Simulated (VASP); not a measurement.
# PbS (Pm-3m) in VASP: further runs, part 2 of 3

VASP 6.6.1. The steps go on from the part before.

### 3 Single point, PBE (volume changed by -3%)

INCAR reads:

```
ALGO = Normal
EDIFF = 1E-6
ENCUT = 520
GGA = PE
ISIF = 2
ISMEAR = -1
LASPH = T
LCHARG = F
LREAL = F
LWAVE = F
NBANDS = 17
NELM = 100
PREC = Accurate
SIGMA = 0.02
```

KPOINTS reads:

```
k-points
0
Gamma
  6 6 6
```

POSCAR reads:

```
PbS
1.0
    3.6150468544      0.0000000000      0.0000000000
    0.0000000000      3.6150468544      0.0000000000
    0.0000000000      0.0000000000      3.6150468544
Pb S
1 1
Direct
    0.0000000000      0.0000000000      0.0000000000
    0.5000000000      0.5000000000      0.5000000000
```

Potentials or basis: VASP PAW PBE potentials, release 64 (Pb_d, S).

Command:

```console
$ cat potpaw_PBE.64/Pb_d/POTCAR potpaw_PBE.64/S/POTCAR > POTCAR
$ mpirun -np 1 vasp_std > vasp.out
```

OUTCAR:

```text
EDIFF = 1E-6
   ENCUT = 520
   GGA = PE
   ISIF = 2
   ISMEAR = -1
   LASPH = T
   LREAL = F
   NELM = 100
   PREC = Accurate

 ion  position               nearest neighbor table
   1  0.000  0.000  0.000-   2 3.13   2 3.13   2 3.13   2 3.13   2 3.13   2 3.13   2 3.13   2 3.13

   2  0.500  0.500  0.500-   1 3.13   1 3.13   1 3.13   1 3.13   1 3.13   1 3.13   1 3.13   1 3.13

  LATTYP: Found a simple cubic cell.
 ALAT       =     3.6150468544

  Lattice vectors:

 A1 = (   3.6150468544,   0.0000000000,   0.0000000000)
 A2 = (   0.0000000000,   3.6150468544,   0.0000000000)
 A3 = (   0.0000000000,   0.0000000000,   3.6150468544)

Analysis of symmetry for initial positions (statically):
=====================================================================
 Subroutine PRICEL returns:
 Original cell was already a primitive cell.

 Routine SETGRP: Setting up the symmetry group for a
 simple cubic supercell.

 Subroutine GETGRP returns: Found 48 space group operations
 (whereof 48 operations were pure point group operations)
 out of a pool of 48 trial point group operations.

The static configuration has the point symmetry O_h .

Analysis of symmetry for dynamics (positions and initial velocities):
=====================================================================
 Subroutine PRICEL returns:
 Original cell was already a primitive cell.

 Routine SETGRP: Setting up the symmetry group for a
 simple cubic supercell.

 Subroutine GETGRP returns: Found 48 space group operations
 (whereof 48 operations were pure point group operations)
 out of a pool of 48 trial point group operations.

The dynamic configuration has the point symmetry O_h .

 Subroutine INISYM returns: Found 48 space group operations
 (whereof 48 operations are pure point group operations),
 and found     1 'primitive' translations

----------------------------------------------------------------------------------------

                                     Primitive cell

  volume of cell :      47.2435

  direct lattice vectors                    reciprocal lattice vectors
     3.615046854  0.000000000  0.000000000     0.276621588  0.000000000  0.000000000
     0.000000000  3.615046854  0.000000000     0.000000000  0.276621588  0.000000000
     0.000000000  0.000000000  3.615046854     0.000000000  0.000000000  0.276621588

  length of vectors
     3.615046854  3.615046854  3.615046854     0.276621588  0.276621588  0.276621588

  position of ions in fractional coordinates (direct lattice)
     0.000000000  0.000000000  0.000000000
     0.500000000  0.500000000  0.500000000

  ion indices of the primitive-cell ions
   primitive index   ion index
                 1           1
                 2           2

----------------------------------------------------------------------------------------

 KPOINTS: k-points

Automatic generation of k-mesh.
 Grid dimensions read from file:
 generate k-points for:    6    6    6

 Generating k-lattice:

  Cartesian coordinates                     Fractional coordinates (reciprocal lattice)
     0.046103598  0.000000000  0.000000000     0.166666667  0.000000000  0.000000000
     0.000000000  0.046103598  0.000000000     0.000000000  0.166666667  0.000000000
     0.000000000  0.000000000  0.046103598     0.000000000  0.000000000  0.166666667

  Length of vectors
     0.046103598  0.046103598  0.046103598

  Shift w.r.t. Gamma in fractional coordinates (k-lattice)
     0.000000000  0.000000000  0.000000000

 Subroutine IBZKPT returns following result:
 ===========================================

 Found     20 irreducible k-points:

 Following reciprocal coordinates:
            Coordinates               Weight
  0.000000  0.000000  0.000000      1.000000
  0.166667  0.000000  0.000000      6.000000
  0.333333  0.000000  0.000000      6.000000
  0.500000  0.000000  0.000000      3.000000
  0.166667  0.166667  0.000000     12.000000
  0.333333  0.166667  0.000000     24.000000
[... 12 lines left out ...]
  0.500000  0.500000  0.333333      6.000000
  0.500000  0.500000  0.500000      1.000000
   k-points           NKPTS =     20   k-points in BZ     NKDIM =     20   number of bands    NBANDS=     17
   number of dos      NEDOS =    301   number of ions     NIONS =      2
   total plane-waves  NPLWV =  21952
   dimension x,y,z NGX =    28 NGY =   28 NGZ =   28
   dimension x,y,z NGXF=    56 NGYF=   56 NGZF=   56
   ions per type =               1   1
   NGX,Y,Z   is equivalent  to a cutoff of  12.88, 12.88, 12.88 a.u.
   NGXF,Y,Z  is equivalent  to a cutoff of  25.75, 25.75, 25.75 a.u.
 SYSTEM =  unknown system
   PREC   = accura    normal or accurate (medium, high low for compatibility)
   ISTART =      0    job   : 0-new  1-cont  2-samecut
   ICHARG =      2    charge: 1-file 2-atom 10-const
   ISPIN  =      1    spin polarized calculation?
   LNONCOLLINEAR =      F non collinear calculations
   LSORBIT =      F    spin-orbit coupling
   LASPH  =      T    aspherical Exc in radial PAW
   ENCUT  =  520.0 eV  38.22 Ry    6.18 a.u.   6.72  6.72  6.72*2*pi/ulx,y,z
   NELM   =    100;   NELMIN=  2; NELMDL= -5     # of ELM steps
   EDIFF  = 0.1E-05   stopping-criterion for ELM
   LREAL  =      F    real-space projection
   EDIFFG = 0.1E-04   stopping-criterion for IOM
   NSW    =      0    number of steps for IOM
   IBRION =     -1    ionic relax: 0-MD 1-quasi-New 2-CG
   NFREE  =      0    steps in history (QN), initial steepest desc. (CG)
   ISIF   =      2    stress and relaxation
   ISYM   =      2    0-nonsym 1-usesym 2-fastsym
   POTIM  = 0.5000    time-step for ionic-motion
   TEBEG  =    0.0;   TEEND  =   0.0 temperature during run
   PSTRESS=    0.0 pullay stress
   NELECT =      20.0000    total number of electrons
   NUPDOWN=      -1.0000    fix difference up-down
   EMIN   =  10.00;   EMAX   =-10.00  energy-range for DOS
   EFERMI =   0.00;   METHOD = LEGACY
   ISMEAR =    -1;   SIGMA  =   0.02  broadening in eV -4-tet -1-fermi 0-gaus
   EFERMI_NEDOS =   21; number of points for ismear=-14 and -15
   IALGO  =     38    algorithm
   IMIX   =      4    mixing-type and parameters
     AMIX     =   0.40;   BMIX     =  1.00
     AMIX_MAG =   1.60;   BMIX_MAG =  1.00
  volume/ion in A,a.u.               =      23.62       159.41
  Fermi-wavevector in a.u.,A,eV,Ry     =   1.229242  2.322931 20.558908  1.511037
  Thomas-Fermi vector in A             =   2.364137
   LORBIT       =      0    0 simple, 1 ext, 2 COOP (PROOUT), +10 PAW based schemes
   GGA     = PE    functional components
   LHFCALC =     F    Hartree Fock is set to
   AEXX    =    0.0000 exact exchange contribution
   IVDW    =     0    specifies the selected vdW correction
   LEPSILON=     F    determine dielectric tensor
   LRPA    =     F    only Hartree local field effects (RPA)
 non-spin polarized calculation
  energy-cutoff  :      520.00
  volume of cell :       47.24
 maximum number of plane-waves:      1328
 NGX is ok and might be reduce to    28
   NGX = 13   NGY = 13   NGZ = 13

 number of electron      19.9999996 magnetization

 Free energy of the ion-electron system (eV)
  ---------------------------------------------------
  ext. energy  EPLUGINS =         0.00000000
  ---------------------------------------------------
  free energy    TOTEN  =        -8.24418274 eV

  energy without entropy =       -8.24317224  energy(sigma->0) =       -8.24367749

 E-fermi :   6.5517     XC(G=0): -10.3222

 val. band max:        6.5413405656   @ k =   0.1667   0.1667   0.1667
 cond. band min:       6.7003353814   @ k =   0.5000   0.3333   0.3333
 fundamental gap:      0.1589948158
 Fermi energy:         6.5516733053

 k-point     1 :       0.0000    0.0000    0.0000
  band No.  band energies     occupation
      1     -10.4393      2.00000
      2     -10.4393      2.00000
      3     -10.2070      2.00000
      4     -10.2070      2.00000
      5     -10.2070      2.00000
      6      -6.8636      2.00000
[... 9 lines left out ...]
     16      19.3663      0.00000
     17      19.3668      0.00000
[... 361 lines left out ...]
 k-point    20 :       0.5000    0.5000    0.5000
  band No.  band energies     occupation
      1     -10.3486      2.00000
      2     -10.3486      2.00000
      3     -10.3486      2.00000
      4     -10.1481      2.00000
      5     -10.1481      2.00000
      6      -4.4088      2.00000
[... 9 lines left out ...]
     16      20.5216      0.00000
     17      23.0214      0.00000

------------------------ aborting loop because EDIFF is reached ----------------------------------------

  FORCE on cell =-STRESS in cart. coord.  units (eV):
  Direction    XX          YY          ZZ          XY          YZ          ZX
  --------------------------------------------------------------------------------------
  -------------------------------------------------------------------------------------
  Total        0.5759496      0.5759496      0.5759496      0.0000000      0.0000000     -0.0000000
  in kB       19.5322948     19.5322948     19.5322948      0.0000000      0.0000000     -0.0000000
  external PRESSURE =      19.5322948 kB  Pullay stress =       0.0000000 kB

 VOLUME and BASIS-vectors are now :
 -----------------------------------------------------------------------------
  energy-cutoff  :      520.00
  volume of cell :       47.24
      direct lattice vectors                 reciprocal lattice vectors
     3.615046854  0.000000000  0.000000000     0.276621588  0.000000000  0.000000000
     0.000000000  3.615046854  0.000000000     0.000000000  0.276621588  0.000000000
     0.000000000  0.000000000  3.615046854     0.000000000  0.000000000  0.276621588

 POSITION                                       TOTAL-FORCE (eV/Angst)
 -----------------------------------------------------------------------------------
      0.00000      0.00000      0.00000         0.000000      0.000000      0.000000
      1.80752      1.80752      1.80752         0.000000      0.000000      0.000000
 -----------------------------------------------------------------------------------
    total drift:                               -0.000000      0.000000      0.000000

  FREE ENERGIE OF THE ION-ELECTRON SYSTEM (eV)
  ---------------------------------------------------
  free  energy   TOTEN  =        -8.2441827363 eV

  energy  without entropy=       -8.2431722394  energy(sigma->0) =       -8.24367749
```

OSZICAR:

```text
N       E                     dE             d eps       ncg     rms          rms(c)
DAV:   1     0.158763544222E+03    0.15876E+03   -0.98431E+03   680   0.126E+03
DAV:   2     0.243731894409E+01   -0.15633E+03   -0.15113E+03   748   0.323E+02
DAV:   3    -0.862903449981E+01   -0.11066E+02   -0.10958E+02   899   0.888E+01
DAV:   4    -0.887884740377E+01   -0.24981E+00   -0.24952E+00   862   0.144E+01
DAV:   5    -0.888730169887E+01   -0.84543E-02   -0.84536E-02   966   0.262E+00    0.450E+00
DAV:   6    -0.825403751727E+01    0.63326E+00   -0.16256E+00  1042   0.925E+00    0.320E+00
DAV:   7    -0.824690011181E+01    0.71374E-02   -0.15009E-01   783   0.198E+00    0.189E+00
DAV:   8    -0.824457815778E+01    0.23220E-02   -0.16882E-02   768   0.130E+00    0.318E-01
DAV:   9    -0.824410731744E+01    0.47084E-03   -0.27135E-03  1013   0.418E-01    0.893E-02
DAV:  10    -0.824419488159E+01   -0.87564E-04   -0.23359E-04   769   0.903E-02    0.830E-02
DAV:  11    -0.824418278105E+01    0.12101E-04   -0.44616E-05   893   0.692E-02    0.129E-02
DAV:  12    -0.824418273633E+01    0.44715E-07   -0.11238E-06   607   0.101E-02
   1 F= -.82441827E+01 E0= -.82436775E+01  d E =-.101050E-02
```

It took 14 s on 1 thread of Intel Xeon 8259CL, shared host; peak memory 0.16 GiB.

Results:

```
Free energy            : -8.2442 eV
Pressure               : 2.0 GPa
Band gap on the k mesh : zero (band 10 reaches 6.54 eV, above the bottom of band 11 at 5.93 eV)
```

Caveat: spin-orbit coupling is left out, which moves the levels of the heavy elements.

(Part 2 of 3 ends here.)
